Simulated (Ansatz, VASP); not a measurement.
## One calculation of LiH, two programs

Contents of INCAR:

```
ALGO = Normal
EDIFF = 1E-7
ENCUT = 520
GGA = PE
ISIF = 2
ISMEAR = 0
LASPH = True
LCHARG = False
LREAL = False
LWAVE = False
NBANDS = 9
NELM = 60
PREC = Accurate
SIGMA = 0.05
```

File KPOINTS:

```
k-points
0
Gamma
  10 10 10
```

POSCAR

```
LiH
1.0
    0.0000000000      2.0325000000      2.1138000000
    2.0325000000      0.0000000000      2.1138000000
    2.0325000000      2.0325000000      0.0000000000
Li H
1 1
Direct
    0.0000000000      0.0000000000      0.0000000000
    0.5000000000      0.5000000000      0.5000000000
```

Input for Ansatz:

```yaml
crystal:
  lattice:
    - [0.0, 2.0325, 2.1138]
    - [2.0325, 0.0, 2.1138]
    - [2.0325, 2.0325, 0.0]
  atoms:
    - { symbol: Li, position: [0.0, 0.0, 0.0] }
    - { symbol: H, position: [0.5, 0.5, 0.5] }
basis:
  ecutwfc: 420
kpoints:
  mp_grid: { grid: [10, 10, 10] }
hamiltonian:
  xc: pbe
scf:
  occupations: { method: gaussian, width: 0.05 }
output:
  forces: true
  stress: true
  eigenvalues: true
  write_density: true
  write_potential: true
  elf: true
  volumetric_format: npy
```

Change from the starting cell: strain +0.000 along x and y, +0.040 along z, atoms carried along.

Alike in both runs: task single point; functional PBE; k mesh 10 × 10 × 10; occupations gaussian, width 0.05 eV; no spin polarisation.

```csv
,VASP,Ansatz
version,VASP 6.6.1,Ansatz 0.2.0
potentials or method,"VASP PAW PBE potentials, release 64 (Li_sv, H), cutoff 520 eV","scalar-relativistic, plane waves, PAW"
valence electrons in the cell,4,4
```

|  | VASP | Ansatz | Ansatz less VASP |
| --- | --- | --- | --- |
| gap on the k mesh at the Fermi level (eV) | 2.62 | 2.62 | +0.007 |
| least direct gap on the mesh (eV) | 2.91 | 2.92 | +0.009 |

With one functional, cell and mesh, what is left measures potentials, basis and numerics.

Noted on VASP's run: the cutoff is short for stress, so the pressure is rough.
